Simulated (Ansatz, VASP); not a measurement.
## BN: VASP beside Ansatz

INCAR

```
SYSTEM = BN
  ALGO = Normal
  EDIFF = 1E-7
  ENCUT = 520
  GGA = PE
  ISIF = 2
  ISMEAR = 0
  LASPH = .TRUE.
  LCHARG = .TRUE.
  LELF = .TRUE.
  LREAL = .FALSE.
  LVHAR = .TRUE.
  LWAVE = .FALSE.
  NBANDS = 16
  NELM = 80
  PREC = Accurate
  SIGMA = 0.02
```

The input KPOINTS:

```
k-points
0
G
  12 12 4
  0 0 0
```

Contents of POSCAR:

```
BN
1.0
    2.5154099065      0.0000000000      0.0000000000
   -1.2577049533      2.1784088799      0.0000000000
    0.0000000000      0.0000000000      6.4917390720
B N
2 2
Direct
    0.3333333333      0.6666666667      0.2551870540
    0.6666666667      0.3333333333      0.7448129460
    0.3333333333      0.6666666667      0.7536960753
    0.6666666667      0.3333333333      0.2463039247
```

Input for Ansatz:

```yaml
crystal:
  lattice:
    - [2.5154099065, 0.0, 0.0]
    - [-1.2577049533, 2.1784088799, 0.0]
    - [0.0, 0.0, 6.491739072]
  atoms:
    - { symbol: B, position: [0.3333333333, 0.6666666667, 0.255187054] }
    - { symbol: B, position: [0.6666666667, 0.3333333333, 0.744812946] }
    - { symbol: "N", position: [0.3333333333, 0.6666666667, 0.7536960753] }
    - { symbol: "N", position: [0.6666666667, 0.3333333333, 0.2463039247] }
basis:
  ecutwfc: 420
kpoints:
  mp_grid: { grid: [12, 12, 4] }
hamiltonian:
  xc: pbe
scf:
  occupations: { method: gaussian, width: 0.02 }
output:
  forces: true
  stress: true
  eigenvalues: true
```

Alike in both runs: task single point; functional PBE; k mesh 12 × 12 × 4; occupations gaussian, width 0.02 eV; no spin polarisation.

|  | VASP | Ansatz |
| --- | --- | --- |
| version | VASP 6.6.1 | Ansatz 0.2.0 |
| potentials or method | VASP PAW PBE potentials, release 64 (B, N), cutoff 520 eV | scalar-relativistic, plane waves, PAW |
| valence electrons in the cell | 16 | 16 |

VASP gave:

| Quantity | Value |
| --- | --- |
| gap on the k mesh at the Fermi level (eV) | 4.17 |
| least direct gap on the mesh (eV) | 4.55 |
| pressure (GPa) | 0.2 |
| traceless stress, the component that is largest in VASP (GPa) | 2.92 |
| rms of the force components (eV/Å) | 0.475 |

Which values does Ansatz return?

gap on the k mesh at the Fermi level (eV): 4.18; least direct gap on the mesh (eV): 4.56; pressure (GPa): 0.2; traceless stress, the component that is largest in VASP (GPa): 3.13; rms of the force components (eV/Å): 0.473.

Atom by atom the forces differ by 0.002 eV/Å (rms over components).
